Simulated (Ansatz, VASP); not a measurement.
# One calculation of InSb, two programs

The input POSCAR:

```
InSb
1.0
    0.0000000000      3.2391000000      3.2391000000
    3.0771450000      0.0000000000      3.2391000000
    3.0771450000      3.2391000000      0.0000000000
In Sb
1 1
Direct
    0.0000000000      0.0000000000      0.0000000000
    0.7500000000      0.7500000000      0.7500000000
```

INCAR.step1

```
SYSTEM = InSb
ALGO = Normal
EDIFF = 1E-4
ENCUT = 520
GGA = PE
ISMEAR = 0
LASPH = .TRUE.
LCHARG = .FALSE.
LREAL = .FALSE.
LWAVE = .TRUE.
NBANDS = 16
NELM = 100
PREC = Accurate
SIGMA = 0.03
```

INCAR.step2

```
SYSTEM = InSb
ALGO = Normal
EDIFF = 1E-7
ENCUT = 520
ISIF = 2
ISMEAR = 0
ISTART = 1
LASPH = .TRUE.
LCHARG = .FALSE.
LMIXTAU = .TRUE.
LREAL = .FALSE.
LWAVE = .FALSE.
METAGGA = R2SCAN
NBANDS = 16
NELM = 100
PREC = Accurate
SIGMA = 0.03
```

KPOINTS

```
k-points
0
G
  10 10 10
  0 0 0
```

Input for Ansatz:

```yaml
crystal:
  lattice:
    - [0.0, 3.2391, 3.2391]
    - [3.077145, 0.0, 3.2391]
    - [3.077145, 3.2391, 0.0]
  atoms:
    - { symbol: In, position: [0.0, 0.0, 0.0] }
    - { symbol: Sb, position: [0.75, 0.75, 0.75] }
basis:
  ecutwfc: 500
kpoints:
  mp_grid: { grid: [10, 10, 10] }
hamiltonian:
  xc: r2scan
scf:
  occupations: { method: gaussian, width: 0.03 }
output:
  forces: true
  stress: true
  eigenvalues: true
```

Change from the starting cell: strain -0.0500 x Voigt [1, 0, 0, 0, 0, 0], atoms carried along.

Alike in both runs: task single point; functional r2SCAN; k mesh 10 × 10 × 10; occupations gaussian, width 0.03 eV; no spin polarisation.

|  | VASP | Ansatz |
| --- | --- | --- |
| version | VASP 6.6.1 | Ansatz 0.2.0 |
| potentials or method | VASP PAW PBE potentials, release 64 (In_d, Sb), cutoff 520 eV | scalar-relativistic, plane waves, PAW |
| valence electrons in the cell | 18 | 28 |

|  | VASP | Ansatz | Ansatz less VASP |
| --- | --- | --- | --- |
| gap on the k mesh at the Fermi level (eV) | 0.38 | 0.38 | -0.001 |
| least direct gap on the mesh (eV) | 0.38 | 0.38 | -0.001 |
| pressure (GPa) | 4.6 | 4.6 | -0.01 |
| traceless stress, the component that is largest in VASP (GPa) | 0.87 | 0.87 | -0.003 |

VASP's potentials were made for PBE, not for r2SCAN. The functional is the same, so the differences come from potentials, cutoffs and numerics. VASP's potentials hold 18 valence electrons a cell and Ansatz's 28, so a difference there can come from the potentials and not from the codes.

Spin-orbit coupling is off throughout.
